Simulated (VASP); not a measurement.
# La2YAl2 in VASP: single point with PBEsol

Aim: the single point of La2YAl2 with PBEsol.

All numbers are computed with VASP 6.6.1; they aren't measurements. Logs are shortened: lines on timing, memory, paths and dates and some standing lists are left out, and cuts for length are marked.

### Step 1. The cell of the first run

The typed cell holds 5 atoms: a = 4.562 Å, b = 4.562 Å, c = 7.268 Å, α = 90.00°, β = 90.00°, γ = 120.00°.

### Step 2. Single point, PBEsol

Input file INCAR:

```
ALGO = Normal ; EDIFF = 1E-6
ENCUT = 520 ; GGA = PS
ISIF = 2 ; ISMEAR = -1
LASPH = T ; LCHARG = F
LREAL = F ; LWAVE = F
NBANDS = 28 ; NELM = 60
PREC = Accurate ; SIGMA = 0.1
```

Input file KPOINTS:

```
k-points
0
Gamma
  9 9 5
```

Input file POSCAR:

```
La2YAl2
1.0
    4.5621800000      0.0000000000      0.0000000000
   -2.2810900000      3.9509670000      0.0000000000
    0.0000000000      0.0000000000      7.2680240000
Y La Al
1 2 2
Direct
    0.0000000000      0.0000000000      0.0000000000
    0.3333000000      0.6667000000      0.2573000000
    0.6667000000      0.3333000000      0.7427000000
    0.3333000000      0.6667000000      0.6420000000
    0.6667000000      0.3333000000      0.3580000000
```

Potentials or basis: VASP PAW PBE potentials, release 64 (Y_sv, La, Al).

Started as:

```console
$ cat potpaw_PBE.64/Y_sv/POTCAR potpaw_PBE.64/La/POTCAR potpaw_PBE.64/Al/POTCAR > POTCAR
$ mpirun -np 1 vasp_std > vasp.out
```

OUTCAR:

```text
EDIFF = 1E-6
   ENCUT = 520
   GGA = PS
   ISIF = 2
   ISMEAR = -1
   LASPH = T
   LREAL = F
   NELM = 60
   PREC = Accurate

 ion  position               nearest neighbor table
   1  0.000  0.000  0.000-   2 3.23   3 3.23   3 3.23   2 3.23   3 3.23   2 3.23   4 3.70   5 3.70
                             5 3.70   4 3.70   4 3.70   5 3.70
   2  0.333  0.667  0.257-   5 2.73   5 2.73   5 2.73   4 2.80   1 3.23   1 3.23   1 3.23
   3  0.667  0.333  0.743-   4 2.73   4 2.73   4 2.73   5 2.80   1 3.23   1 3.23   1 3.23
   4  0.333  0.667  0.642-   3 2.73   3 2.73   3 2.73   2 2.80   5 3.35   5 3.35   5 3.35   1 3.70
                             1 3.70   1 3.70
   5  0.667  0.333  0.358-   2 2.73   2 2.73   2 2.73   3 2.80   4 3.35   4 3.35   4 3.35   1 3.70
                             1 3.70   1 3.70

  LATTYP: Found a hexagonal cell.
 ALAT       =     4.5621800000
 C/A-ratio  =     1.5931032971

  Lattice vectors:

 A1 = (   4.5621800000,   0.0000000000,   0.0000000000)
 A2 = (  -2.2810900000,   3.9509670000,   0.0000000000)
 A3 = (   0.0000000000,   0.0000000000,   7.2680240000)

Analysis of symmetry for initial positions (statically):
=====================================================================
 Subroutine PRICEL returns:
 Original cell was already a primitive cell.

 Routine SETGRP: Setting up the symmetry group for a
 hexagonal supercell.

 Subroutine GETGRP returns: Found  4 space group operations
 (whereof  4 operations were pure point group operations)
 out of a pool of 24 trial point group operations.

The static configuration has the point symmetry C_2h.

Analysis of symmetry for dynamics (positions and initial velocities):
=====================================================================
 Subroutine PRICEL returns:
 Original cell was already a primitive cell.

 Routine SETGRP: Setting up the symmetry group for a
 hexagonal supercell.

 Subroutine GETGRP returns: Found  4 space group operations
 (whereof  4 operations were pure point group operations)
 out of a pool of 24 trial point group operations.

The dynamic configuration has the point symmetry C_2h.

 Subroutine INISYM returns: Found  4 space group operations
 (whereof  4 operations are pure point group operations),
 and found     1 'primitive' translations

----------------------------------------------------------------------------------------

                                     Primitive cell
[... 97 lines left out ...]
   EDIFF  = 0.1E-05   stopping-criterion for ELM
   LREAL  =      F    real-space projection
   EDIFFG = 0.1E-04   stopping-criterion for IOM
   NSW    =      0    number of steps for IOM
   IBRION =     -1    ionic relax: 0-MD 1-quasi-New 2-CG
   NFREE  =      0    steps in history (QN), initial steepest desc. (CG)
   ISIF   =      2    stress and relaxation
   ISYM   =      2    0-nonsym 1-usesym 2-fastsym
   POTIM  = 0.5000    time-step for ionic-motion
   TEBEG  =    0.0;   TEEND  =   0.0 temperature during run
   PSTRESS=    0.0 pullay stress
   NELECT =      39.0000    total number of electrons
   NUPDOWN=      -1.0000    fix difference up-down
   EMIN   =  10.00;   EMAX   =-10.00  energy-range for DOS
   EFERMI =   0.00;   METHOD = LEGACY
   ISMEAR =    -1;   SIGMA  =   0.10  broadening in eV -4-tet -1-fermi 0-gaus
   EFERMI_NEDOS =   21; number of points for ismear=-14 and -15
   IALGO  =     38    algorithm
   IMIX   =      4    mixing-type and parameters
     AMIX     =   0.40;   BMIX     =  1.00
     AMIX_MAG =   1.60;   BMIX_MAG =  1.00
  volume/ion in A,a.u.               =      26.20       176.81
  Fermi-wavevector in a.u.,A,eV,Ry     =   1.093114  2.065687 16.257591  1.194899
  Thomas-Fermi vector in A             =   2.229393
   LORBIT       =      0    0 simple, 1 ext, 2 COOP (PROOUT), +10 PAW based schemes
   GGA     = PS    functional components
   LHFCALC =     F    Hartree Fock is set to
   AEXX    =    0.0000 exact exchange contribution
   IVDW    =     0    specifies the selected vdW correction
   LEPSILON=     F    determine dielectric tensor
   LRPA    =     F    only Hartree local field effects (RPA)
 non-spin polarized calculation
  energy-cutoff  :      520.00
  volume of cell :      131.01
 maximum number of plane-waves:      3561
 NGX is ok and might be reduce to    36
   NGX = 17   NGY = 17   NGZ = 27

 number of electron      39.0000001 magnetization

 Free energy of the ion-electron system (eV)
  ---------------------------------------------------
  ext. energy  EPLUGINS =         0.00000000
  ---------------------------------------------------
  free energy    TOTEN  =       -22.67259798 eV

  energy without entropy =      -22.53606761  energy(sigma->0) =      -22.60433280

 E-fermi :   6.7137     XC(G=0):  -9.9673

 val. band max:        6.7078896037   @ k =   0.1111  -0.1111   0.4000
 cond. band min:       6.7192041047   @ k =   0.2222   0.2222   0.0000
 fundamental gap:      0.0113145010
 Fermi energy:         6.7137370349

 k-point     1 :       0.0000    0.0000    0.0000
  band No.  band energies     occupation
      1     -36.2455      2.00000
      2     -25.3938      2.00000
      3     -25.3728      2.00000
      4     -16.3205      2.00000
      5     -16.3204      2.00000
      6     -16.2531      2.00000
[... 733 lines left out ...]
     27       8.7869      0.00000
     28       8.9999      0.00000

 [... further k-points ...]

------------------------ aborting loop because EDIFF is reached ----------------------------------------

  FORCE on cell =-STRESS in cart. coord.  units (eV):
  Direction    XX          YY          ZZ          XY          YZ          ZX
  --------------------------------------------------------------------------------------
  -------------------------------------------------------------------------------------
  Total       10.1328956     10.1446711      4.6448347      0.0101836      0.0029015     -0.0050255
  in kB      123.9230177    124.0670295     56.8052766      0.1245427      0.0354846     -0.0614610
  external PRESSURE =     101.5984412 kB  Pullay stress =       0.0000000 kB

 VOLUME and BASIS-vectors are now :
 -----------------------------------------------------------------------------
  energy-cutoff  :      520.00
  volume of cell :      131.01
      direct lattice vectors                 reciprocal lattice vectors
     4.562180000  0.000000000  0.000000000     0.219193456  0.126551297  0.000000000
    -2.281090000  3.950967000  0.000000000     0.000000000  0.253102595  0.000000000
     0.000000000  0.000000000  7.268024000     0.000000000  0.000000000  0.137588979

 POSITION                                       TOTAL-FORCE (eV/Angst)
 -----------------------------------------------------------------------------------
      0.00000      0.00000      0.00000         0.000000      0.000000      0.000000
     -0.00023      2.63411      1.87006         0.004058     -0.002343     -1.335321
      2.28132      1.31686      5.39796        -0.004058      0.002343      1.335321
     -0.00023      2.63411      4.66607         0.003182     -0.001837      0.076927
      2.28132      1.31686      2.60195        -0.003182      0.001837     -0.076927
 -----------------------------------------------------------------------------------
    total drift:                               -0.000000     -0.000000     -0.000000

  FREE ENERGIE OF THE ION-ELECTRON SYSTEM (eV)
  ---------------------------------------------------
  free  energy   TOTEN  =       -22.6725979843 eV

  energy  without entropy=      -22.5360676123  energy(sigma->0) =      -22.60433280
```

OSZICAR:

```text
N       E                     dE             d eps       ncg     rms          rms(c)
DAV:   1     0.424650515255E+03    0.42465E+03   -0.14351E+04  6472   0.175E+03
DAV:   2     0.354628732523E+02   -0.38919E+03   -0.37909E+03  8936   0.344E+02
DAV:   3    -0.182266969031E+02   -0.53690E+02   -0.51931E+02 10572   0.151E+02
DAV:   4    -0.241459273501E+02   -0.59192E+01   -0.58353E+01 12828   0.430E+01
DAV:   5    -0.247327429304E+02   -0.58682E+00   -0.58223E+00 11368   0.117E+01    0.157E+01
DAV:   6    -0.227090911257E+02    0.20237E+01   -0.12363E+01 12064   0.138E+01    0.151E+01
DAV:   7    -0.226735846035E+02    0.35507E-01   -0.23195E+00 11896   0.963E+00    0.111E+01
DAV:   8    -0.226762271474E+02   -0.26425E-02   -0.37828E-01 11592   0.332E+00    0.587E-01
DAV:   9    -0.226724669132E+02    0.37602E-02   -0.81922E-02 11128   0.144E+00    0.589E-01
DAV:  10    -0.226726103208E+02   -0.14341E-03   -0.58836E-03 11088   0.575E-01    0.269E-01
DAV:  11    -0.226725751970E+02    0.35124E-04   -0.98552E-04 10744   0.236E-01    0.156E-01
DAV:  12    -0.226725841151E+02   -0.89181E-05   -0.30368E-04 11032   0.121E-01    0.229E-02
DAV:  13    -0.226725903618E+02   -0.62467E-05   -0.52919E-05 12288   0.506E-02    0.216E-02
DAV:  14    -0.226725955861E+02   -0.52243E-05   -0.26149E-05 10840   0.284E-02    0.108E-02
DAV:  15    -0.226725974056E+02   -0.18195E-05   -0.90050E-06 11384   0.161E-02    0.662E-03
DAV:  16    -0.226725979843E+02   -0.57873E-06   -0.15957E-06  6520   0.742E-03
   1 F= -.22672598E+02 E0= -.22604333E+02  d E =-.136530E+00
```

stdout:

```text
POSCAR found type information on POSCAR Y LaAl
 POSCAR found :  3 types and       5 ions
 scaLAPACK will be used
 -----------------------------------------------------------------------------
|                                                                             |
|                                                                             |
|     You enforced a specific xc type in the INCAR file but a different       |
|     I HOPE YOU KNOW WHAT YOU ARE DOING!                                     |
|                                                                             |
 -----------------------------------------------------------------------------

 LDA part: xc-table for (Slater+PW92), standard interpolation
 POSCAR, INCAR and KPOINTS ok, starting setup
 FFT: planning ... GRIDC
 FFT: planning ... GRID_SOFT
 FFT: planning ... GRID
 WAVECAR not read
 entering main loop
```

Run time: 8.9 min. Hardware: 1 thread of Intel Xeon Platinum 8259CL at 2.50GHz (Skylake/Cascade Lake), shared host; peak memory 0.62 GiB.

What came out:

```yaml
Free_energy: -22.6726 eV
Pressure: 10.2 GPa
Largest_force: 1.335 eV/Å
Band_gap_on_the_k_mesh: zero (an odd number of electrons rules out a gap without spin polarisation)
```

Forces on the atoms (eV/Å):
```
Y    0.000  0.000  0.000
La   0.004 -0.002 -1.335
La  -0.004  0.002  1.335
Al   0.003 -0.002  0.077
Al  -0.003  0.002 -0.077
```

Caveat: the cell stands under pressure; the PAW data sets were made with another functional, which shifts forces and pressure a little; spin-orbit coupling is left out, which moves the levels of the heavy elements.
